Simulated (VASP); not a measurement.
# BN (e600) (P6_3mc) in VASP: notebook

BN (e600) is run at these levels: PBEsol; tasks: single point.

Everything below comes from runs of VASP 6.6.1. Logs are shortened: lines on timing, memory, paths and dates and some standing lists are left out, and cuts for length are marked.

## 1. The cell of the first run

The structure is hexagonal, space group P6_3mc (No. 186). The conventional cell has a = 2.515 Å, b = 2.515 Å, c = 4.161 Å, α = 90.00°, β = 90.00°, γ = 120.00°. Within 2.1 Å of B (site symmetry 3m) lie 4 N at 1.54 to 1.56 Å. Within 2.1 Å of N (site symmetry 3m) lie 4 B at 1.54 to 1.56 Å.

## 2. Single point, PBEsol

Input file INCAR:

```
  PREC = Accurate
  ENCUT = 910
  EDIFF = 1E-6
  ISMEAR = 0
  SIGMA = 0.01
  LREAL = F
  LASPH = T
  NELM = 120
  ALGO = Normal
  ISIF = 2
  LWAVE = F
  LCHARG = F
  GGA = PS
  NBANDS = 16
  GGA_COMPAT = F
```

Input file KPOINTS:

```
Automatic mesh
0
Gamma
  9 9 6
```

Input file POSCAR:

```
BN
1.0
    2.5151549549      0.0000000000      0.0000000000
   -1.2575774774      2.1781880854      0.0000000000
    0.0000000000      0.0000000000      4.1606277791
B N
2 2
Direct
    0.3333333333      0.6666666667     -0.0001256023
    0.6666666667      0.3333333333      0.4998743977
    0.3333333333      0.6666666667      0.3741256023
    0.6666666667      0.3333333333      0.8741256023
```

Potentials or basis: VASP PAW PBE potentials, release 64 (B_h, N_h).

Command:

```sh
> cat potpaw_PBE.64/B_h/POTCAR potpaw_PBE.64/N_h/POTCAR > POTCAR
> mpirun -np 1 vasp_std > vasp.out
```

OUTCAR:

```text
PREC = Accurate
   ENCUT = 910
   EDIFF = 1E-6
   ISMEAR = 0
   LREAL = F
   LASPH = T
   NELM = 120
   ISIF = 2
   GGA = PS

 ion  position               nearest neighbor table
   1  0.333  0.667  1.000-
   2  0.667  0.333  0.500-
   3  0.333  0.667  0.374-
   4  0.667  0.333  0.874-

  LATTYP: Found a hexagonal cell.
 ALAT       =     2.5151549549
 C/A-ratio  =     1.6542232402

  Lattice vectors:

 A1 = (   2.5151549549,   0.0000000000,   0.0000000000)
 A2 = (  -1.2575774774,   2.1781880854,   0.0000000000)
 A3 = (   0.0000000000,   0.0000000000,   4.1606277791)

Analysis of symmetry for initial positions (statically):
=====================================================================
 Subroutine PRICEL returns:
 Original cell was already a primitive cell.

 Routine SETGRP: Setting up the symmetry group for a
 hexagonal supercell.

 Subroutine GETGRP returns: Found 12 space group operations
 (whereof  6 operations were pure point group operations)
 out of a pool of 24 trial point group operations.

The static configuration has the point symmetry C_3v.
 The point group associated with its full space group is C_6v.

Analysis of symmetry for dynamics (positions and initial velocities):
=====================================================================
 Subroutine PRICEL returns:
 Original cell was already a primitive cell.

 Routine SETGRP: Setting up the symmetry group for a
 hexagonal supercell.

 Subroutine GETGRP returns: Found 12 space group operations
 (whereof  6 operations were pure point group operations)
 out of a pool of 24 trial point group operations.

The dynamic configuration has the point symmetry C_3v.
 The point group associated with its full space group is C_6v.

 Subroutine INISYM returns: Found 12 space group operations
 (whereof  6 operations are pure point group operations),
 and found     1 'primitive' translations

----------------------------------------------------------------------------------------

                                     Primitive cell

  volume of cell :      22.7939

  direct lattice vectors                    reciprocal lattice vectors
     2.515154955  0.000000000  0.000000000     0.397589818  0.229548588  0.000000000
    -1.257577477  2.178188085  0.000000000     0.000000000  0.459097177  0.000000000
     0.000000000  0.000000000  4.160627779     0.000000000  0.000000000  0.240348345

  length of vectors
     2.515154955  2.515154955  4.160627779     0.459097177  0.459097177  0.240348345

  position of ions in fractional coordinates (direct lattice)
     0.333333333  0.666666667  0.999874398
     0.666666667  0.333333333  0.499874398
     0.333333333  0.666666667  0.374125602
     0.666666667  0.333333333  0.874125602

  ion indices of the primitive-cell ions
   primitive index   ion index
                 1           1
                 2           2
                 3           3
                 4           4

----------------------------------------------------------------------------------------

 KPOINTS: Automatic mesh

Automatic generation of k-mesh.
 Grid dimensions read from file:
 generate k-points for:    9    9    6

 Generating k-lattice:

  Cartesian coordinates                     Fractional coordinates (reciprocal lattice)
     0.044176646  0.025505399  0.000000000     0.111111111  0.000000000  0.000000000
     0.000000000  0.051010797  0.000000000     0.000000000  0.111111111  0.000000000
     0.000000000  0.000000000  0.040058057     0.000000000  0.000000000  0.166666667

  Length of vectors
     0.051010797  0.051010797  0.040058057

  Shift w.r.t. Gamma in fractional coordinates (k-lattice)
     0.000000000  0.000000000  0.000000000

 Subroutine IBZKPT returns following result:
 ===========================================

 Found     48 irreducible k-points:

 Following reciprocal coordinates:
            Coordinates               Weight
  0.000000  0.000000  0.000000      1.000000
  0.111111 -0.000000  0.000000      6.000000
  0.222222 -0.000000  0.000000      6.000000
  0.333333 -0.000000  0.000000      6.000000
  0.444444 -0.000000  0.000000      6.000000
  0.111111  0.111111  0.000000      6.000000
[... 16 lines left out ...]
  0.333333  0.222222  0.166667     24.000000
  0.333333  0.333333  0.166667      4.000000
 [... further k-points ...]
   k-points           NKPTS =     48   k-points in BZ     NKDIM =     48   number of bands    NBANDS=     16
   number of dos      NEDOS =    301   number of ions     NIONS =      4
   total plane-waves  NPLWV =  32928
   dimension x,y,z NGX =    28 NGY =   28 NGZ =   42
   dimension x,y,z NGXF=    56 NGYF=   56 NGZF=   84
   ions per type =               2   2
   NGX,Y,Z   is equivalent  to a cutoff of  18.51, 18.51, 16.78 a.u.
   NGXF,Y,Z  is equivalent  to a cutoff of  37.01, 37.01, 33.56 a.u.
 SYSTEM =  unknown system
   PREC   = accura    normal or accurate (medium, high low for compatibility)
   ISTART =      0    job   : 0-new  1-cont  2-samecut
   ICHARG =      2    charge: 1-file 2-atom 10-const
   ISPIN  =      1    spin polarized calculation?
   LNONCOLLINEAR =      F non collinear calculations
   LSORBIT =      F    spin-orbit coupling
   LASPH  =      T    aspherical Exc in radial PAW
   ENCUT  =  910.0 eV  66.88 Ry    8.18 a.u.   6.19  6.19 10.23*2*pi/ulx,y,z
   NELM   =    120;   NELMIN=  2; NELMDL= -5     # of ELM steps
   EDIFF  = 0.1E-05   stopping-criterion for ELM
   LREAL  =      F    real-space projection
   EDIFFG = 0.1E-04   stopping-criterion for IOM
   NSW    =      0    number of steps for IOM
   IBRION =     -1    ionic relax: 0-MD 1-quasi-New 2-CG
   NFREE  =      0    steps in history (QN), initial steepest desc. (CG)
   ISIF   =      2    stress and relaxation
   ISYM   =      2    0-nonsym 1-usesym 2-fastsym
   POTIM  = 0.5000    time-step for ionic-motion
   TEBEG  =    0.0;   TEEND  =   0.0 temperature during run
   PSTRESS=    0.0 pullay stress
   NELECT =      16.0000    total number of electrons
   NUPDOWN=      -1.0000    fix difference up-down
   EMIN   =  10.00;   EMAX   =-10.00  energy-range for DOS
   EFERMI =   0.00;   METHOD = LEGACY
   ISMEAR =     0;   SIGMA  =   0.01  broadening in eV -4-tet -1-fermi 0-gaus
   EFERMI_NEDOS =   21; number of points for ismear=-14 and -15
   IALGO  =     38    algorithm
   IMIX   =      4    mixing-type and parameters
     AMIX     =   0.40;   BMIX     =  1.00
     AMIX_MAG =   1.60;   BMIX_MAG =  1.00
  volume/ion in A,a.u.               =       5.70        38.46
  Fermi-wavevector in a.u.,A,eV,Ry     =   1.454929  2.749417 28.801067  2.116819
  Thomas-Fermi vector in A             =   2.572023
   LORBIT       =      0    0 simple, 1 ext, 2 COOP (PROOUT), +10 PAW based schemes
   GGA     = PS    functional components
   LHFCALC =     F    Hartree Fock is set to
   AEXX    =    0.0000 exact exchange contribution
   IVDW    =     0    specifies the selected vdW correction
   LEPSILON=     F    determine dielectric tensor
   LRPA    =     F    only Hartree local field effects (RPA)
 non-spin polarized calculation
 Gauss-broadening in eV      SIGMA  =   0.01
  energy-cutoff  :      910.00
  volume of cell :       22.79
 maximum number of plane-waves:      1438
 NGX is ok and might be reduce to    28
   NGX = 13   NGY = 13   NGZ = 21

 number of electron      16.0000000 magnetization

 Free energy of the ion-electron system (eV)
  ---------------------------------------------------
  ext. energy  EPLUGINS =         0.00000000
  ---------------------------------------------------
  free energy    TOTEN  =       -36.64567089 eV

  energy without entropy =      -36.64567089  energy(sigma->0) =      -36.64567089

 E-fermi :   9.8377     XC(G=0): -13.3187

 val. band max:        9.7448853323   @ k =   0.0000   0.0000   0.0000
 cond. band min:      14.6289082686   @ k =   0.3333   0.3333   0.0000
 fundamental gap:      4.8840229363
 Fermi energy:         9.8376611777

 k-point     1 :       0.0000    0.0000    0.0000
  band No.  band energies     occupation
      1     -11.1154      2.00000
      2      -6.7412      2.00000
      3      -1.6248      2.00000
      4       7.5279      2.00000
      5       7.5279      2.00000
      6       9.4370      2.00000
[... 8 lines left out ...]
     15      21.8748      0.00000
     16      26.2800      0.00000

 k-point     2 :       0.1111   -0.0000    0.0000
  band No.  band energies     occupation
      1     -10.8378      2.00000
      2      -6.5272      2.00000
      3      -1.3510      2.00000
      4       6.3172      2.00000
      5       7.0242      2.00000
      6       8.7475      2.00000
[... 8 lines left out ...]
     15      22.6729      0.00000
     16      25.8114      0.00000

 k-point     3 :       0.2222   -0.0000    0.0000
  band No.  band energies     occupation
      1     -10.0204      2.00000
      2      -5.9413      2.00000
      3      -0.5492      2.00000
      4       3.7374      2.00000
      5       6.0086      2.00000
      6       6.5195      2.00000
[... 8 lines left out ...]
     15      24.5591      0.00000
     16      25.1941      0.00000

 k-point     4 :       0.3333   -0.0000    0.0000
  band No.  band energies     occupation
      1      -8.7272      2.00000
      2      -5.2605      2.00000
      3       0.6550      2.00000
      4       1.2694      2.00000
      5       4.0722      2.00000
      6       5.1051      2.00000
[... 8 lines left out ...]
     15      26.0652      0.00000
     16      26.5944      0.00000
[... 324 lines left out ...]
 k-point    22 :       0.2222    0.2222    0.1667
  band No.  band energies     occupation
      1      -7.8496      2.00000
      2      -5.2651      2.00000
      3       0.9620      2.00000
      4       2.0159      2.00000
      5       2.7794      2.00000
      6       4.0631      2.00000
[... 8 lines left out ...]
     15      25.3716      0.00000
     16      26.4052      0.00000

 k-point    23 :       0.3333    0.2222    0.1667
  band No.  band energies     occupation
      1      -6.4667      2.00000
      2      -5.1372      2.00000
      3       0.2638      2.00000
      4       1.4328      2.00000
      5       2.4865      2.00000
      6       3.8314      2.00000
[... 8 lines left out ...]
     15      26.0430      0.00000
     16      26.7061      0.00000

 k-point    24 :       0.3333    0.3333    0.1667
  band No.  band energies     occupation
      1      -5.4944      2.00000
      2      -5.4944      2.00000
      3       0.2207      2.00000
      4       1.6975      2.00000
      5       1.6975      2.00000
      6       3.6033      2.00000
[... 8 lines left out ...]
     15      26.3195      0.00000
     16      26.3195      0.00000

 [... further k-points ...]
[... 5 lines left out ...]
  --------------------------------------------------------------------------------------
  -------------------------------------------------------------------------------------
  Total        1.7373975      1.7373975      1.7703004      0.0000000     -0.0000000      0.0000000
  in kB      122.1211240    122.1211240    124.4338564      0.0000000     -0.0000000      0.0000000
  external PRESSURE =     122.8920348 kB  Pullay stress =       0.0000000 kB

 VOLUME and BASIS-vectors are now :
 -----------------------------------------------------------------------------
  energy-cutoff  :      910.00
  volume of cell :       22.79
      direct lattice vectors                 reciprocal lattice vectors
     2.515154955  0.000000000  0.000000000     0.397589818  0.229548588  0.000000000
    -1.257577477  2.178188085  0.000000000     0.000000000  0.459097177  0.000000000
     0.000000000  0.000000000  4.160627779     0.000000000  0.000000000  0.240348345

 POSITION                                       TOTAL-FORCE (eV/Angst)
 -----------------------------------------------------------------------------------
     -0.00000      1.45213      4.16011        -0.000000      0.000000      0.001408
      1.25758      0.72606      2.07979         0.000000     -0.000000      0.001408
     -0.00000      1.45213      1.55660        -0.000000      0.000000     -0.001408
      1.25758      0.72606      3.63691         0.000000     -0.000000     -0.001408
 -----------------------------------------------------------------------------------
    total drift:                               -0.000000      0.000000     -0.000835

  FREE ENERGIE OF THE ION-ELECTRON SYSTEM (eV)
  ---------------------------------------------------
  free  energy   TOTEN  =       -36.6456708922 eV

  energy  without entropy=      -36.6456708922  energy(sigma->0) =      -36.64567089
```

Wall time 24 s (1 thread of Intel Xeon Platinum 8375C at 2.90GHz (Ice Lake), shared host); peak memory 0.18 GiB.

What came out:

| Item | Value |
| --- | --- |
| Free energy | -36.6457 eV |
| Pressure | 12.3 GPa |
| Band gap on the k mesh | 4.88 eV, indirect (least direct gap 8.36 eV) |

Stress tensor (GPa, compression positive):
```
12.21  0.00  0.00
 0.00 12.21  0.00
 0.00  0.00 12.44
```

Caveat: the cutoff is under 1.25 times the usual one of these potentials, so pressure, stress and relaxed cells hold a basis-set (Pulay) error; the PAW data sets were made with another functional, which shifts forces and pressure a little. A k mesh can miss the band edges.

## 3. Single point, PBEsol (strained cell)

Input file INCAR:

```
SYSTEM = BN
  PREC = Accurate
  ENCUT = 910
  EDIFF = 1E-6
  ISMEAR = 0
  SIGMA = 0.02
  LREAL = .FALSE.
  LASPH = .TRUE.
  NELM = 120
  ALGO = Normal
  ISIF = 2
  LWAVE = .FALSE.
  LCHARG = .TRUE.
  GGA = PS
  LELF = .TRUE.
  LVHAR = .TRUE.
  NBANDS = 16
  GGA_COMPAT = .FALSE.
```

Input file KPOINTS:

```
Automatic mesh
0
G
  9 9 6
  0 0 0
```

POSCAR is that of step 2.

Potentials or basis: VASP PAW PBE potentials, release 64 (B_h, N_h).

Command:

```sh
> cat potpaw_PBE.64/B_h/POTCAR potpaw_PBE.64/N_h/POTCAR > POTCAR
> mpirun -np 1 vasp_std > vasp.out
```

Wall time 33 s (1 thread of Intel Xeon Platinum 8259CL at 2.50GHz (Skylake/Cascade Lake), shared host); peak memory 0.18 GiB.

It converged, with:

| Property | Result |
| --- | --- |
| Free energy | -36.6457 eV |
| Pressure | 12.3 GPa |
| Band gap on the k mesh | 4.88 eV, indirect (least direct gap 8.36 eV) |

Stress tensor (GPa, compression positive):
```
12.21  0.00  0.00
 0.00 12.21  0.00
 0.00  0.00 12.44
```

Levels at points of the mesh, in eV from the valence-band top:
```tsv
k point	band 5	band 6	band 7	band 8	band 9	band 10	band 11	band 12
(0.00, 0.00, 0.00)	-2.22	-0.31	0.00	0.00	8.45	8.45	8.75	9.93
(0.00, 0.00, 0.50)	-1.23	-1.23	-1.23	-1.23	9.76	9.76	10.06	10.06
```

Caveat: the cell differs from its parent crystal (strained cell); the cutoff is under 1.25 times the usual one of these potentials, so pressure, stress and relaxed cells hold a basis-set (Pulay) error; the PAW data sets were made with another functional, which shifts forces and pressure a little. A k mesh can miss the band edges.
